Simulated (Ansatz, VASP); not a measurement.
## SiO2: VASP beside Ansatz

Contents of INCAR:

```
PREC = Accurate
ENCUT = 520
EDIFF = 1E-6
ISMEAR = 0
SIGMA = 0.05
LREAL = F
LASPH = T
NELM = 100
ALGO = Normal
ISIF = 2
LWAVE = F
LCHARG = F
GGA = PE
NBANDS = 25
```

The input KPOINTS:

```
regular mesh
0
Gamma
  6 6 8
```

File POSCAR:

```
SiO2
1.0
    4.2358788266      0.0000000000      0.0000000000
    0.0000000000      4.0380632854      0.0000000000
    0.0000000000      0.0000000000      2.6897743046
Si O
2 4
Direct
    0.5000000000      0.5000000000      0.5000000000
    0.0000000000      0.0000000000      0.0000000000
    0.7209573303      0.6650682551      0.0000000000
    0.2209573303      0.8349317449      0.5000000000
    0.2790426697      0.3349317449      0.0000000000
    0.7790426697      0.1650682551      0.5000000000
```

Input for Ansatz:

```yaml
crystal:
  lattice:
    - [4.2358788266, 0.0, 0.0]
    - [0.0, 4.0380632854, 0.0]
    - [0.0, 0.0, 2.6897743046]
  atoms:
    - { symbol: Si, position: [0.5, 0.5, 0.5] }
    - { symbol: Si, position: [0.0, 0.0, 0.0] }
    - { symbol: O, position: [0.7209573303, 0.6650682551, 0.0] }
    - { symbol: O, position: [0.2209573303, 0.8349317449, 0.5] }
    - { symbol: O, position: [0.2790426697, 0.3349317449, 0.0] }
    - { symbol: O, position: [0.7790426697, 0.1650682551, 0.5] }
basis:
  ecutwfc: 520.0
kpoints:
  mp_grid: { grid: [6, 6, 8] }
hamiltonian:
  xc: pbe
  pseudopotentials: { kind: paw, azcp: { folder: soft_1 } }
scf:
  occupations: { method: gaussian, width: 0.05 }
output:
  forces: true
  stress: true
  eigenvalues: true
```

Change from the starting cell: mode 4 frozen in at +0.167 Å, normal strain along y -0.0467.

Alike in both runs: task single point; functional PBE; k mesh 6 × 6 × 8; occupations gaussian, width 0.05 eV; no spin polarisation.

|  | VASP | Ansatz |
| --- | --- | --- |
| version | VASP 6.6.1 | Ansatz 0.2.0 |
| potentials or method | VASP PAW PBE potentials, release 64 (Si, O), cutoff 520 eV | scalar-relativistic, plane waves, PAW |
| valence electrons in the cell | 32 | 32 |

|  | VASP | Ansatz | Ansatz less VASP |
| --- | --- | --- | --- |
| gap on the k mesh at the Fermi level (eV) | 5.66 | 5.68 | +0.021 |
| least direct gap on the mesh (eV) | 5.66 | 5.68 | +0.021 |
| pressure (GPa) | 12.5 | 12.3 | -0.27 |
| traceless stress, the component that is largest in VASP (GPa) | 17.21 | 17.46 | +0.243 |
| rms of the force components (eV/Å) | 0.313 | 0.310 | -0.0026 |

Atom by atom the forces differ by 0.007 eV/Å (rms over components).
